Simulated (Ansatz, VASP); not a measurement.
# Ta: VASP beside Ansatz

Contents of INCAR:

```
SYSTEM = Ta
PREC     = Accurate       ! precision mode
ENCUT    = 520            ! plane-wave cutoff, eV
EDIFF    = 1E-7           ! SCF threshold, eV
ISMEAR   = 0              ! smearing method
SIGMA    = 0.15           ! smearing width, eV
LREAL    = .False.        ! projectors in reciprocal space
LASPH    = .True.         ! aspherical terms in the spheres
NELM     = 60             ! most SCF steps
ALGO     = Fast           ! electronic algorithm
ISIF     = 2              ! what is computed and relaxed
LWAVE    = .False.        ! write WAVECAR
LCHARG   = .False.        ! write CHGCAR
GGA      = PE             ! functional
NBANDS   = 12             ! bands
```

The input KPOINTS:

```
regular mesh
0
Gamma
  20 20 20
  0 0 0
```

POSCAR

```
Ta
1.0
   -1.4714316217      1.4714316217      1.9840783987
    1.4714316217     -1.4714316217      1.9840783987
    1.4714316217      1.4714316217     -1.9840783987
Ta
1
Direct
    0.0000000000      0.0000000000      0.0000000000
```

Input for Ansatz:

```yaml
crystal:
  lattice:
    - [-1.4714316217, 1.4714316217, 1.9840783987]
    - [1.4714316217, -1.4714316217, 1.9840783987]
    - [1.4714316217, 1.4714316217, -1.9840783987]
  atoms:
    - { symbol: Ta, position: [0.0, 0.0, 0.0] }
basis:
  ecutwfc: 420
kpoints:
  mp_grid: { grid: [20, 20, 20] }
hamiltonian:
  xc: pbe
  pseudopotentials: { kind: paw, azcp: { folder: soft_1 } }
scf:
  occupations: { method: gaussian, width: 0.15 }
output:
  forces: true
  stress: true
  eigenvalues: true
  write_density: true
  write_potential: true
  elf: true
  volumetric_format: npy
```

Alike in both runs: task single point; functional PBE; k mesh 20 × 20 × 20; occupations gaussian, width 0.15 eV; no spin polarisation.

|  | VASP | Ansatz |
| --- | --- | --- |
| version | VASP 6.6.1 | Ansatz 0.2.0 |
| potentials or method | VASP PAW PBE potentials, release 64 (Ta_pv), cutoff 520 eV | scalar-relativistic, plane waves, PAW |
| valence electrons in the cell | 11 | 13 |

|  | VASP | Ansatz | Ansatz less VASP |
| --- | --- | --- | --- |
| gap on the k mesh at the Fermi level (eV) | none | none | - |
| pressure (GPa) | 20.2 | 20.0 | -0.19 |
| traceless stress, the component that is largest in VASP (GPa) | -7.02 | -7.00 | +0.011 |

A gap of «none» marks a metal or a gap that the smearing closes. The functional is the same, so the differences come from potentials, cutoffs and numerics. VASP's potentials hold 11 valence electrons a cell and Ansatz's 13, so a difference there can come from the potentials and not from the codes.

Neither program's run includes spin-orbit coupling.
